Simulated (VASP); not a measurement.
# Ru (P6_3/mmc) in VASP: further runs, part 2 of 2

VASP 6.6.1.

**3. Electric field gradients, r2SCAN**

File POSCAR:

```
Ru
1.0
    2.7226196171      0.0000000000      0.0000000000
   -1.3613098085      2.3578577533      0.0000000000
    0.0000000000      0.0000000000      4.2884975680
Ru
2
Direct
    0.3333333333      0.6666666667      0.2500000000
    0.6666666667      0.3333333333      0.7500000000
```

File INCAR.step1:

```
SYSTEM = Ru
PREC = Accurate ; ENCUT = 520
ISMEAR = -1 ; SIGMA = 0.05
LREAL = .FALSE. ; LASPH = .TRUE.
NELM = 60 ; NBANDS = 21
GGA = PE ; ALGO = Normal
EDIFF = 1E-4 ; LWAVE = .TRUE.
LCHARG = .FALSE.
```

File INCAR.step2:

```
SYSTEM = Ru
PREC = Accurate ; ENCUT = 520
EDIFF = 1E-8 ; ISMEAR = -1
SIGMA = 0.05 ; LREAL = .FALSE.
LASPH = .TRUE. ; NELM = 60
ALGO = Normal ; ISIF = 2
LWAVE = .FALSE. ; LCHARG = .FALSE.
METAGGA = R2SCAN ; LMIXTAU = .TRUE.
LEFG = .TRUE. ; NBANDS = 21
ISTART = 1
```

File KPOINTS:

```
regular mesh
0
G
  16 16 9
  0 0 0
```

Potentials or basis: VASP PAW PBE potentials, release 64 (Ru_pv).

Launch:

```
> cat potpaw_PBE.64/Ru_pv/POTCAR > POTCAR
> cp INCAR.step1 INCAR
> mpirun -np 1 vasp_std > vasp.out
> cp INCAR.step2 INCAR
> mpirun -np 1 vasp_std > vasp.out
```

OUTCAR:

```text
SYSTEM = Ru
   PREC = Accurate
   ENCUT = 520
   EDIFF = 1E-8
   ISMEAR = -1
   LREAL = .FALSE.
   LASPH = .TRUE.
   NELM = 60
   ISIF = 2
   METAGGA = R2SCAN
   ISTART = 1

 ion  position               nearest neighbor table
   1  0.333  0.667  0.250-   2 2.66   2 2.66   2 2.66   2 2.66   2 2.66   2 2.66
   2  0.667  0.333  0.750-   1 2.66   1 2.66   1 2.66   1 2.66   1 2.66   1 2.66

  LATTYP: Found a hexagonal cell.
 ALAT       =     2.7226196171
 C/A-ratio  =     1.5751365123

  Lattice vectors:

 A1 = (   2.7226196171,   0.0000000000,   0.0000000000)
 A2 = (  -1.3613098085,   2.3578577533,   0.0000000000)
 A3 = (   0.0000000000,   0.0000000000,   4.2884975680)

Analysis of symmetry for initial positions (statically):
=====================================================================
 Subroutine PRICEL returns:
 Original cell was already a primitive cell.

 Routine SETGRP: Setting up the symmetry group for a
[... 767 lines left out ...]
  volume of cell :       27.53
      direct lattice vectors                 reciprocal lattice vectors
     2.722619617  0.000000000  0.000000000     0.367293321  0.212056898  0.000000000
    -1.361309808  2.357857753  0.000000000     0.000000000  0.424113795  0.000000000
     0.000000000  0.000000000  4.288497568     0.000000000  0.000000000  0.233181897

 POSITION                                       TOTAL-FORCE (eV/Angst)
 -----------------------------------------------------------------------------------
     -0.00000      1.57191      1.07212        -0.000000     -0.000000      0.000000
      1.36131      0.78595      3.21637         0.000000      0.000000      0.000000
 -----------------------------------------------------------------------------------
    total drift:                               -0.000000      0.000000     -0.000000

  FREE ENERGIE OF THE ION-ELECTRON SYSTEM (eV)
  ---------------------------------------------------
  free  energy   TOTEN  =       -50.8591371752 eV

  energy  without entropy=      -50.8482955676  energy(sigma->0) =      -50.85371637

 Electric field gradients (V/A^2)
---------------------------------------------------------------------
 ion       V_xx      V_yy      V_zz      V_xy      V_xz      V_yz
---------------------------------------------------------------------
   1       7.763     7.765   -15.528     0.002     0.000    -0.000
   2       7.763     7.765   -15.528     0.002    -0.000     0.000
---------------------------------------------------------------------

 Electric field gradients after diagonalization (V/A^2)
 (convention: |V_zz| > |V_xx| > |V_yy|)
----------------------------------------------------------------------
 ion       V_xx      V_yy      V_zz     asymmetry (V_yy - V_xx)/ V_zz
----------------------------------------------------------------------
   1       7.767     7.762   -15.528       0.000
   2       7.767     7.762   -15.528       0.000
----------------------------------------------------------------------

           NMR quadrupolar parameters

 Cq : quadrupolar parameter    Cq=e*Q*V_zz/h
 eta: asymmetry parameters     (V_yy - V_xx)/ V_zz
 Q  : nuclear electric quadrupole moment in mb (millibarn)
----------------------------------------------------------------------
 ion       Cq(MHz)       eta       Q (mb)
----------------------------------------------------------------------
   1      -0.038       0.000       1.000
   2      -0.038       0.000       1.000
----------------------------------------------------------------------
```

OSZICAR.step1:

```text
N       E                     dE             d eps       ncg     rms          rms(c)
DAV:   1     0.287576611321E+03    0.28758E+03   -0.17571E+04  6324   0.148E+03
DAV:   2    -0.139838959873E+02   -0.30156E+03   -0.29267E+03  6455   0.444E+02
DAV:   3    -0.197971447598E+02   -0.58132E+01   -0.57793E+01  7340   0.689E+01
DAV:   4    -0.198416488825E+02   -0.44504E-01   -0.44444E-01  8004   0.576E+00
DAV:   5    -0.198421826844E+02   -0.53380E-03   -0.53029E-03  7122   0.575E-01    0.172E+01
DAV:   6    -0.185597585732E+02    0.12824E+01   -0.29194E+00  7200   0.166E+01    0.449E+00
DAV:   7    -0.184848156376E+02    0.74943E-01   -0.43275E-01  7215   0.485E+00    0.988E-01
DAV:   8    -0.184780849753E+02    0.67307E-02   -0.17766E-02  6865   0.105E+00    0.398E-01
DAV:   9    -0.184773194871E+02    0.76549E-03   -0.12934E-03  7170   0.385E-01    0.342E-02
DAV:  10    -0.184773286506E+02   -0.91635E-05   -0.82303E-05  4300   0.941E-02
   1 F= -.18477329E+02 E0= -.18471541E+02  d E =-.115754E-01
```

Run time: 2.9 min. Hardware: 1 thread of Intel Xeon Platinum 8488C (Sapphire Rapids), shared host; peak memory 0.19 GiB.

What came out:

```yaml
Free_energy: -50.8591 eV
Pressure: -5.1 GPa
Band_gap_on_the_k_mesh: zero (band 14 reaches 14.08 eV, above the bottom of band 15 at 10.87 eV)
```

Levels at points of the mesh, in eV from the Fermi level:
| k point | band 12 | band 13 | band 14 | band 15 | band 16 | band 17 |
| --- | --- | --- | --- | --- | --- | --- |
| (0.00, 0.00, 0.00) | -1.97 | -1.97 | -1.48 | -1.48 | 1.19 | 1.19 |
| (0.50, 0.00, 0.00) | -1.88 | -1.54 | 1.40 | 1.83 | 1.94 | 4.13 |

Electric field gradients, principal values (V/Å²):
```tsv
atom	least	middle	greatest (by size)
1 Ru	7.762	7.767	-15.528
2 Ru	7.762	7.767	-15.528
```

Caveat: without QUAD_EFG the Cq values of the log hold for a quadrupole moment of 1 mb, not for the nuclei; the PAW data sets were made with another functional, which shifts forces and pressure a little.
